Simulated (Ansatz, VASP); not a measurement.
## Zr in VASP and in Ansatz

INCAR

```
ALGO = Fast
EDIFF = 1E-6
ENCUT = 520
GGA = PE
ISIF = 2
ISMEAR = 0
LASPH = T
LCHARG = F
LREAL = F
LWAVE = F
NBANDS = 19
NELM = 60
PREC = Accurate
SIGMA = 0.1
```

File KPOINTS:

```
k-points
0
Gamma
  15 15 8
```

POSCAR

```
Zr
1.0
    3.1079218107      0.0000000000      0.0000000000
   -1.5539609053      2.6915392410      0.0000000000
    0.0000000000      0.0000000000      5.0266116700
Zr
2
Direct
    0.3333333333      0.6666666667      0.2500000000
    0.6666666667      0.3333333333      0.7500000000
```

Input for Ansatz:

```yaml
crystal:
  lattice:
    - [3.1079218107, 0.0, 0.0]
    - [-1.5539609053, 2.691539241, 0.0]
    - [0.0, 0.0, 5.02661167]
  atoms:
    - { symbol: Zr, position: [0.3333333333, 0.6666666667, 0.25] }
    - { symbol: Zr, position: [0.6666666667, 0.3333333333, 0.75] }
basis:
  ecutwfc: 420
kpoints:
  mp_grid: { grid: [15, 15, 8] }
hamiltonian:
  xc: pbe
scf:
  occupations: { method: gaussian, width: 0.1 }
output:
  forces: true
  stress: true
  eigenvalues: true
```

Alike in both runs: task single point; functional PBE; k mesh 15 × 15 × 8; occupations gaussian, width 0.1 eV; no spin polarisation.

```csv
,VASP,Ansatz
version,VASP 6.6.1,Ansatz 0.2.0
potentials or method,"VASP PAW PBE potentials, release 64 (Zr_sv), cutoff 520 eV","scalar-relativistic, plane waves, PAW"
valence electrons in the cell,24,24
```

```csv
,VASP,Ansatz,Ansatz less VASP
gap on the k mesh at the Fermi level (eV),none,none,-
pressure (GPa),11.7,11.7,-0.02
"traceless stress, the component that is largest in VASP (GPa)",0.28,0.29,+0.015
```

A gap of «none» marks a metal or a gap that the smearing closes.
